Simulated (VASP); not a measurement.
Wanted: the native input for a VASP 6.6.1 run.

```yaml
Task: single point
Functional: PBEsol
Potentials_or_basis: VASP PAW PBE potentials, release 64 (Be, S)
Cutoff: 520 eV
k_mesh: 18 × 18 × 18
Occupations: fermi-dirac, width 0.05 eV
Spin: no spin polarisation
Dipole_correction: no
Further_INCAR_settings: ALGO = Normal; EDIFF = 1e-07; NBANDS = 11
```

The structure of BeS lies in POSCAR:

```
BeS
1.0
    0.0000000000      2.4189638005      2.4189638005
    2.4189638005      0.0000000000      2.4189638005
    2.4189638005      2.4189638005      0.0000000000
Be S
1 1
Direct
    0.0000000000      0.0000000000      0.0000000000
    0.7500000000      0.7500000000      0.7500000000
```

These files were run (other wordings do the same):

INCAR

```
PREC = Accurate ; ENCUT = 520
EDIFF = 1E-7 ; ISMEAR = -1
SIGMA = 0.05 ; LREAL = F
LASPH = T ; NELM = 60
ALGO = Normal ; ISIF = 2
LWAVE = F ; LCHARG = F
GGA = PS ; NBANDS = 11
```

KPOINTS

```
regular mesh
0
Gamma
  18 18 18
```

Potentials or basis: VASP PAW PBE potentials, release 64 (Be, S).

Launch:

```bash
$ cat potpaw_PBE.64/Be/POTCAR potpaw_PBE.64/S/POTCAR > POTCAR
$ mpirun -np 1 vasp_std > vasp.out
```

Results of the run:

```
Pressure               : 0.2 GPa
Band gap on the k mesh : 2.91 eV, indirect (least direct gap 5.57 eV)
```

Caveat: the PAW data sets were made with another functional, which shifts forces and pressure a little.

It took 31 s on 1 thread of AMD EPYC 9R45 96-Core Processor (Zen 5), on a shared host, peak memory 0.16 GiB.
